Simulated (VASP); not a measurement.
The system is Zr5F.

```xyz
6
Lattice="2.9640 0.0000 0.0000 -1.4820 2.5669 0.0000 0.0000 0.0000 15.2142" Properties=species:S:1:pos:R:3 pbc="T T T"
Zr    1.4820    0.8556   12.4517
Zr    0.0000    1.7113   10.0386
Zr    1.4820    0.8556    7.6071
Zr    0.0000    1.7113    5.1755
Zr    1.4820    0.8556    2.7625
F     0.0000    1.7113    0.0000
```

The cell was generated, and may not be a known phase.

```yaml
Program: VASP 6.6.1
Task: relaxation of cell and atoms
Functional: PBE
Potentials_or_basis: VASP PAW PBE potentials, release 64 (Zr_sv, F)
Cutoff: 600 eV
k_mesh: 6 × 6 × 1
Occupations: gaussian, width 0.1 eV
Spin: no spin polarisation
```

At the start: pressure 16.6 GPa; volume 19.29 Å³/atom.

**Question.** Where does the relaxation end?

**Answer.** Over 13 steps the energy falls by 619.9 meV/atom and the volume is 20.49 Å³/atom (+6.2 %); space group P-6m2 (No. 187, to 0.1 Å) before and after.

The path:
```
step  energy change (eV)  largest force (eV/Å)  pressure (GPa)  volume (Å³)
   1              0.0000                3.2291           16.55       115.76
   2             -1.4092                0.7989           -9.10       152.06
   3             -1.6761                1.3691           -3.66       140.08
   4             -2.2955                1.3542           -2.37       135.45
   5             -2.5877                1.3243            0.21       129.77
   6             -3.0344                0.9691           -0.35       128.13
   7             -3.6701                0.2250           -0.05       123.28
   8             -3.6711                0.1986            0.08       123.05
   9             -3.7144                0.0695           -0.35       123.47
  10             -3.7183                0.0111           -0.52       123.64
  11             -3.7184                0.0158           -0.50       123.61
  12             -3.7128                0.0716            1.29       121.34
  13             -3.7194                0.0192            0.00       122.96
```

Final structure:
```yaml
crystal:
  lattice:
    - [3.18962, 0.00000, 0.00000]
    - [-1.59481, 2.76229, 0.00000]
    - [0.00000, 0.00000, 13.95607]
  atoms:
    - { symbol: Zr, position: [0.66667, 0.33333, 0.87113] }
    - { symbol: Zr, position: [0.33333, 0.66667, 0.69021] }
    - { symbol: Zr, position: [0.66667, 0.33333, 0.50000] }
    - { symbol: Zr, position: [0.33333, 0.66667, 0.30979] }
    - { symbol: Zr, position: [0.66667, 0.33333, 0.12887] }
    - { symbol: F, position: [0.33333, 0.66667, 0.00000] }
```

Caveat: the k points lie up to 0.45 Å⁻¹ apart in the final cell, too coarse for converged energies and pressures of a metal.
